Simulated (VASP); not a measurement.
Set up this calculation in VASP 6.6.1, as the native input.

- Task: single point
- Functional: PBEsol
- Potentials or basis: VASP PAW PBE potentials, release 64 (Sn_d, Te)
- Cutoff: 520 eV
- k mesh: 10 × 10 × 10
- Occupations: gaussian, width 0.03 eV
- Spin: no spin polarisation
- Dipole correction: no
- Further INCAR settings: ALGO = Normal; EDIFF = 1e-06; NBANDS = 17

The structure of SnTe lies in POSCAR:

```
SnTe
1.0
    0.0000000000      3.2454619207      2.9858249671
    3.2454619207      0.0000000000      2.9858249671
    3.2454619207      3.2454619207      0.0000000000
Sn Te
1 1
Direct
    0.0000000000      0.0000000000      0.0000000000
    0.5000000000      0.5000000000      0.5000000000
```

This cell differs from its parent crystal: ratio of the length along z to the lengths across it x 0.92, volume and fractional coordinates fixed.

One way to write it, as run:

INCAR

```
  ALGO = Normal
  EDIFF = 1E-6
  ENCUT = 520
  GGA = PS
  ISIF = 2
  ISMEAR = 0
  LASPH = T
  LCHARG = F
  LREAL = F
  LWAVE = F
  NBANDS = 17
  NELM = 80
  PREC = Accurate
  SIGMA = 0.03
```

KPOINTS

```
k-points
0
Gamma
  10 10 10
```

Potentials or basis: VASP PAW PBE potentials, release 64 (Sn_d, Te).

Launch:

```bash
$ cat potpaw_PBE.64/Sn_d/POTCAR potpaw_PBE.64/Te/POTCAR > POTCAR
$ mpirun -np 1 vasp_std > vasp.out
```

Results of the run:

The pressure is 0.4 GPa and the band gap on the k mesh is 0.21 eV (least direct gap 0.30 eV).

Caveat: the stress differs along the axes, from -4 to 9 GPa; semilocal functionals underestimate gaps, and a narrow one can read as zero; the PAW data sets were made with another functional, which shifts forces and pressure a little; spin-orbit coupling is left out, which moves the levels of the heavy elements.

It took 87 s on 1 thread of Intel(R) Xeon(R) Platinum 8488C (Sapphire Rapids), on a shared host, peak memory 0.28 GiB.
